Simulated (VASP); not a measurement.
# Rb4NCl (P-43m) in VASP: a series of runs

Rb4NCl is run at these levels: PBE; tasks: single point.

All numbers are computed with VASP 6.6.1; they aren't measurements. Logs are shortened: lines on timing, memory, paths and dates and some standing lists are left out, and cuts for length are marked.

### Step 1. The cell of the first run

The structure is cubic, space group P-43m (No. 215). Conventional cell: a = 6.952 Å, b = 6.952 Å, c = 6.952 Å, α = 90.00°, β = 90.00°, γ = 90.00°. Within 3.6 Å of Rb (site symmetry 3m) lie 1 N at 2.74 Å and 1 Cl at 3.28 Å. Within 3.6 Å of N (site symmetry -43m) lie 4 Rb at 2.74 Å. Within 4.3 Å of Cl (site symmetry -43m) lie 4 Rb at 3.28 Å.

### Step 2. Single point, PBE, collinear spin, ferromagnetic start

Input file INCAR:

```
PREC = Accurate
ENCUT = 520
EDIFF = 1E-6
ISMEAR = 0
SIGMA = 0.1
LREAL = False
LASPH = True
NELM = 150
ALGO = Normal
ISIF = 2
LWAVE = False
LCHARG = True
ISPIN = 2
MAGMOM = 0 0 0 0 0.86 0
LORBIT = 11
GGA = PE
LELF = True
LVHAR = True
NBANDS = 37
```

Input file KPOINTS:

```
regular mesh
0
Gamma
  6 6 6
```

Input file POSCAR:

```
Rb4NCl
1.0
    6.9515701537      0.0000000000      0.0000000000
    0.0000000000      6.9515701537      0.0000000000
    0.0000000000      0.0000000000      6.9515701537
Rb N Cl
4 1 1
Direct
    0.2722561467      0.2722561467      0.2722561467
    0.7277438533      0.7277438533      0.2722561467
    0.7277438533      0.2722561467      0.7277438533
    0.2722561467      0.7277438533      0.7277438533
    0.5000000000      0.5000000000      0.5000000000
    0.0000000000      0.0000000000      0.0000000000
```

Potentials or basis: VASP PAW PBE potentials, release 64 (Rb_sv, N, Cl).

Command:

```console
$ cat potpaw_PBE.64/Rb_sv/POTCAR potpaw_PBE.64/N/POTCAR potpaw_PBE.64/Cl/POTCAR > POTCAR
$ mpirun -np 1 vasp_std > vasp.out
```

OUTCAR:

```text
PREC = Accurate
   ENCUT = 520
   EDIFF = 1E-6
   ISMEAR = 0
   LREAL = False
   LASPH = True
   NELM = 150
   ISIF = 2
   ISPIN = 2
   LORBIT = 11
   GGA = PE

 ion  position               nearest neighbor table
   1  0.272  0.272  0.272-   5 2.74   6 3.28   4 4.48   2 4.48   3 4.48   3 4.93   4 4.93   2 4.93
                             4 4.93   2 4.93   3 4.93   4 5.35   3 5.35   2 5.35
   2  0.728  0.728  0.272-   5 2.74   6 3.28   4 4.48   1 4.48   3 4.48   4 4.93   1 4.93   3 4.93
                             1 4.93   3 4.93   4 4.93   4 5.35   3 5.35   1 5.35
   3  0.728  0.272  0.728-   5 2.74   6 3.28   4 4.48   1 4.48   2 4.48   4 4.93   1 4.93   2 4.93
                             1 4.93   2 4.93   4 4.93   2 5.35   4 5.35   1 5.35
   4  0.272  0.728  0.728-   5 2.74   6 3.28   3 4.48   1 4.48   2 4.48   3 4.93   1 4.93   2 4.93
                             1 4.93   2 4.93   3 4.93   2 5.35   1 5.35   3 5.35
   5  0.500  0.500  0.500-   1 2.74   2 2.74   3 2.74   4 2.74
   6  0.000  0.000  0.000-   1 3.28   2 3.28   3 3.28   4 3.28

  LATTYP: Found a simple cubic cell.
 ALAT       =     6.9515701537

  Lattice vectors:

 A1 = (   6.9515701537,   0.0000000000,   0.0000000000)
 A2 = (   0.0000000000,   6.9515701537,   0.0000000000)
 A3 = (   0.0000000000,   0.0000000000,   6.9515701537)

Analysis of symmetry for initial positions (statically):
=====================================================================
 Subroutine PRICEL returns:
 Original cell was already a primitive cell.

 Routine SETGRP: Setting up the symmetry group for a
 simple cubic supercell.

 Subroutine GETGRP returns: Found 24 space group operations
 (whereof 24 operations were pure point group operations)
 out of a pool of 48 trial point group operations.

The static configuration has the point symmetry T_d .

Analysis of symmetry for dynamics (positions and initial velocities):
=====================================================================
 Subroutine PRICEL returns:
 Original cell was already a primitive cell.

 Routine SETGRP: Setting up the symmetry group for a
 simple cubic supercell.

 Subroutine GETGRP returns: Found 24 space group operations
 (whereof 24 operations were pure point group operations)
 out of a pool of 48 trial point group operations.

The dynamic configuration has the point symmetry T_d .

Analysis of structural, dynamic, and magnetic symmetry:
=====================================================================
 Subroutine PRICEL returns:
 Original cell was already a primitive cell.

 Routine SETGRP: Setting up the symmetry group for a
 simple cubic supercell.

[... 147 lines left out ...]

 Free energy of the ion-electron system (eV)
  ---------------------------------------------------
  ext. energy  EPLUGINS =         0.00000000
  ---------------------------------------------------
  free energy    TOTEN  =       -14.85906067 eV

  energy without entropy =      -14.82082911  energy(sigma->0) =      -14.83994489

 E-fermi :   0.3235     XC(G=0):  -5.8601

 val. band max:        0.3226461499   @ k =   0.5000   0.5000   0.0000
 cond. band min:       0.3521927292   @ k =   0.1667   0.1667   0.0000
 fundamental gap:      0.0295465793
 Fermi energy:         0.3235023249

 spin component 1

 k-point     1 :       0.0000    0.0000    0.0000
  band No.  band energies     occupation
      1     -27.6648      1.00000
      2     -27.6520      1.00000
      3     -27.6520      1.00000
      4     -27.6520      1.00000
      5     -15.1721      1.00000
      6     -12.4883      1.00000
[... 769 lines left out ...]
     35       4.4476      0.00000
     36       4.4476      0.00000
 Fermi energy:         0.3235023249

 spin component 2

 k-point     1 :       0.0000    0.0000    0.0000
  band No.  band energies     occupation
      1     -27.6675      1.00000
      2     -27.6549      1.00000
      3     -27.6549      1.00000
      4     -27.6549      1.00000
      5     -15.1807      1.00000
      6     -12.1060      1.00000
[... 769 lines left out ...]
     35       4.3825      0.00000
     36       4.4037      0.00000
 [bands above 36 left out]

------------------------ aborting loop because EDIFF is reached ----------------------------------------

  FORCE on cell =-STRESS in cart. coord.  units (eV):
  Direction    XX          YY          ZZ          XY          YZ          ZX
  --------------------------------------------------------------------------------------
  -------------------------------------------------------------------------------------
  Total        0.1179909      0.1179909      0.1179909     -0.0000000      0.0000000     -0.0000000
  in kB        0.5627433      0.5627433      0.5627433     -0.0000000      0.0000000     -0.0000000
  external PRESSURE =       0.5627433 kB  Pullay stress =       0.0000000 kB

 VOLUME and BASIS-vectors are now :
 -----------------------------------------------------------------------------
  energy-cutoff  :      520.00
  volume of cell :      335.93
      direct lattice vectors                 reciprocal lattice vectors
     6.951570154  0.000000000  0.000000000     0.143852393  0.000000000  0.000000000
     0.000000000  6.951570154  0.000000000     0.000000000  0.143852393  0.000000000
     0.000000000  0.000000000  6.951570154     0.000000000  0.000000000  0.143852393

 POSITION                                       TOTAL-FORCE (eV/Angst)
 -----------------------------------------------------------------------------------
      1.89261      1.89261      1.89261        -0.001917     -0.001917     -0.001917
      5.05896      5.05896      1.89261         0.001917      0.001917     -0.001917
      5.05896      1.89261      5.05896         0.001917     -0.001917      0.001917
      1.89261      5.05896      5.05896        -0.001917      0.001917      0.001917
      3.47579      3.47579      3.47579         0.000000     -0.000000     -0.000000
      0.00000      0.00000      0.00000        -0.000000     -0.000000      0.000000
 -----------------------------------------------------------------------------------
    total drift:                                0.000000      0.000000     -0.000000

  FREE ENERGIE OF THE ION-ELECTRON SYSTEM (eV)
  ---------------------------------------------------
  free  energy   TOTEN  =       -14.8590606735 eV

  energy  without entropy=      -14.8208291150  energy(sigma->0) =      -14.83994489

 total charge

# of ion       s       p       d       tot
------------------------------------------
    1        1.954   5.329   0.031   7.314
    2        1.954   5.329   0.031   7.314
    3        1.954   5.329   0.031   7.314
    4        1.954   5.329   0.031   7.314
    5        1.296   2.149   0.000   3.445
    6        1.594   3.538   0.000   5.132
--------------------------------------------------
tot         10.706  27.004   0.123  37.832

 magnetization (x)

# of ion       s       p       d       tot
------------------------------------------
    1       -0.003   0.001   0.002  -0.001
    2       -0.003   0.001   0.002  -0.001
    3       -0.003   0.001   0.002  -0.001
    4       -0.003   0.001   0.002  -0.001
    5        0.013   0.526   0.000   0.539
    6       -0.001  -0.006   0.000  -0.007
--------------------------------------------------
tot         -0.001   0.522   0.007   0.528
```

stdout:

```text
POSCAR found type information on POSCAR RbN Cl
 POSCAR found :  3 types and       6 ions
 scaLAPACK will be used
 LDA part: xc-table for (Slater+PW92), standard interpolation
 POSCAR, INCAR and KPOINTS ok, starting setup
 FFT: planning ... GRIDC
 FFT: planning ... GRID_SOFT
 FFT: planning ... GRID
 WAVECAR not read
 entering main loop
```

Wall time 5.8 min (1 thread of Intel Xeon 6975P-C (Granite Rapids), shared host); peak memory 0.74 GiB.

What came out:

- Free energy: -14.8591 eV
- Pressure: 0.1 GPa
- Largest force: 0.003 eV/Å
- Net moment: 0.54 μB per cell
- Site moments: Rb -0.00; N +0.54; Cl -0.01 μB
- Valence electrons inside the program's atomic spheres: Rb 7.31; N 3.44; Cl 5.13

Forces on the atoms (eV/Å):
```
Rb  -0.002 -0.002 -0.002
Rb   0.002  0.002 -0.002
Rb   0.002 -0.002  0.002
Rb  -0.002  0.002  0.002
N    0.000  0.000  0.000
Cl   0.000  0.000  0.000
```

Levels at points of the mesh, in eV from the Fermi level:
Spin up:
```
           k point  band 21  band 22  band 23  band 24  band 25  band 26  band 27  band 28
(0.00, 0.00, 0.00)    -3.87    -0.81    -0.81    -0.81    -0.76     2.14     2.14     2.14
(0.50, 0.00, 0.00)    -3.85    -1.00    -0.82    -0.82     0.26     0.50     2.21     2.41
(0.50, 0.50, 0.00)    -3.84    -0.86    -0.86    -0.81     1.07     1.07     1.10     1.18
(0.50, 0.50, 0.50)    -3.88    -0.84    -0.84    -0.84     1.22     1.22     1.22     2.03
```
Spin down:
| k point | band 22 | band 23 | band 24 | band 25 | band 26 | band 27 |
| --- | --- | --- | --- | --- | --- | --- |
| (0.00, 0.00, 0.00) | -0.87 | -0.04 | -0.04 | -0.04 | 2.07 | 2.07 |
| (0.50, 0.00, 0.00) | -0.50 | -0.04 | -0.04 | 0.12 | 0.77 | 2.17 |
| (0.50, 0.50, 0.00) | -0.19 | -0.19 | 0.00 | 0.95 | 1.12 | 1.13 |
| (0.50, 0.50, 0.50) | -0.15 | -0.15 | -0.15 | 1.21 | 1.21 | 1.21 |

### Step 3. Single point, PBE, collinear spin, ferromagnetic start

Input file INCAR:

```
SYSTEM = Rb4NCl
  ALGO = Normal
  EDIFF = 1E-6
  ENCUT = 520
  GGA = PE
  ISIF = 2
  ISMEAR = 0
  ISPIN = 2
  LASPH = .True.
  LCHARG = .True.
  LELF = .True.
  LORBIT = 11
  LREAL = .False.
  LVHAR = .True.
  LWAVE = .False.
  MAGMOM = 0 0 0 0 0.83 0
  NBANDS = 37
  NELM = 150
  PREC = Accurate
  SIGMA = 0.1
```

Input file KPOINTS:

```
k-points
0
Gamma
  6 6 6
  0 0 0
```

POSCAR is that of step 2.

Potentials or basis: VASP PAW PBE potentials, release 64 (Rb_sv, N, Cl).

Command:

```console
$ cat potpaw_PBE.64/Rb_sv/POTCAR potpaw_PBE.64/N/POTCAR potpaw_PBE.64/Cl/POTCAR > POTCAR
$ mpirun -np 1 vasp_std > vasp.out
```

It took 7.8 min on 1 thread of Intel Xeon 6975P-C (Granite Rapids), shared host; peak memory 0.76 GiB.

Results (log left out):

```
Free energy                                           : -14.8591 eV
Pressure                                              : 0.1 GPa
Net moment                                            : 0.54 μB per cell
Site moments                                          : Rb -0.00; N +0.54; Cl -0.01 μB
Valence electrons inside the program's atomic spheres : Rb 7.31; N 3.45; Cl 5.13
```

Forces on the atoms (eV/Å):
```
Rb  -0.001 -0.001 -0.001
Rb   0.001  0.001 -0.001
Rb   0.001 -0.001  0.001
Rb  -0.001  0.001  0.001
N    0.000  0.000  0.000
Cl   0.000  0.000  0.000
```

Levels at points of the mesh, in eV from the Fermi level:
Spin up:
```tsv
k point	band 21	band 22	band 23	band 24	band 25	band 26	band 27	band 28
(0.00, 0.00, 0.00)	-3.87	-0.80	-0.80	-0.80	-0.76	2.14	2.14	2.14
(0.50, 0.00, 0.00)	-3.85	-1.00	-0.82	-0.82	0.26	0.50	2.21	2.41
(0.50, 0.50, 0.00)	-3.84	-0.86	-0.86	-0.81	1.07	1.07	1.10	1.18
(0.50, 0.50, 0.50)	-3.88	-0.84	-0.84	-0.84	1.22	1.22	1.22	2.03
```
Spin down:
| k point | band 21 | band 22 | band 23 | band 24 | band 25 | band 26 | band 27 | band 28 |
| --- | --- | --- | --- | --- | --- | --- | --- | --- |
| (0.00, 0.00, 0.00) | -3.87 | -0.87 | -0.04 | -0.04 | -0.04 | 2.07 | 2.07 | 2.15 |
| (0.50, 0.00, 0.00) | -3.86 | -0.50 | -0.04 | -0.04 | 0.12 | 0.77 | 2.17 | 2.19 |
| (0.50, 0.50, 0.00) | -3.84 | -0.19 | -0.19 | 0.00 | 0.95 | 1.12 | 1.13 | 1.13 |
| (0.50, 0.50, 0.50) | -3.88 | -0.15 | -0.15 | -0.15 | 1.21 | 1.21 | 1.21 | 1.97 |
